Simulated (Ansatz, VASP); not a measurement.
## GaP in VASP and in Ansatz

The input INCAR:

```
PREC = Accurate
ENCUT = 500
EDIFF = 1E-6
ISMEAR = -1
SIGMA = 0.05
LREAL = F
LASPH = T
NELM = 120
ALGO = Normal
ISIF = 2
LWAVE = F
LCHARG = F
GGA = PE
NBANDS = 16
GGA_COMPAT = F
```

File KPOINTS:

```
regular mesh
0
Gamma
  8 8 9
```

The input POSCAR:

```
GaP
1.0
    3.5021475848      0.0000000000      0.0000000000
    0.0000000000      3.5021475848      0.0000000000
    0.0000000000      0.0000000000      2.8394400188
Ga P
1 1
Direct
    0.0000000000      0.0000000000      0.0000000000
    0.5000000000      0.5000000000      0.5000000000
```

File input.yaml:

```yaml
crystal:
  lattice:
    - [3.5021475848, 0.0, 0.0]
    - [0.0, 3.5021475848, 0.0]
    - [0.0, 0.0, 2.8394400188]
  atoms:
    - { symbol: Ga, position: [0.0, 0.0, 0.0] }
    - { symbol: P, position: [0.5, 0.5, 0.5] }
hamiltonian:
  xc: pbe
  pseudopotentials: { kind: paw, azcp: { folder: soft_1 } }
kpoints:
  mp_grid: { grid: [8, 8, 9] }
scf:
  occupations: { method: fermi_dirac, width: 0.05 }
output:
  forces: true
  stress: true
  eigenvalues: true
```

Alike in both runs: task single point; functional PBE; k mesh 8 × 8 × 9; occupations fermi-dirac, width 0.05 eV; no spin polarisation.

|  | VASP | Ansatz |
| --- | --- | --- |
| version | VASP 6.6.1 | Ansatz 0.2.0 |
| potentials or method | VASP PAW PBE potentials, release 64 (Ga_d, P) | Ansatz PAW soft_1 |
| plane-wave cutoff (eV) | 500 | 420 |
| valence electrons in the cell | 18 | 18 |

|  | VASP | Ansatz | Ansatz less VASP |
| --- | --- | --- | --- |
| gap on the k mesh at the Fermi level (eV) | none | none | - |
| pressure (GPa) | -2.8 | -2.8 | +0.02 |
| traceless stress, the component that is largest in VASP (GPa) | -0.14 | -0.14 | +0.002 |

A gap of «none» marks a metal or a gap that the smearing closes. With one functional, cell and mesh, what is left measures potentials, basis and numerics.
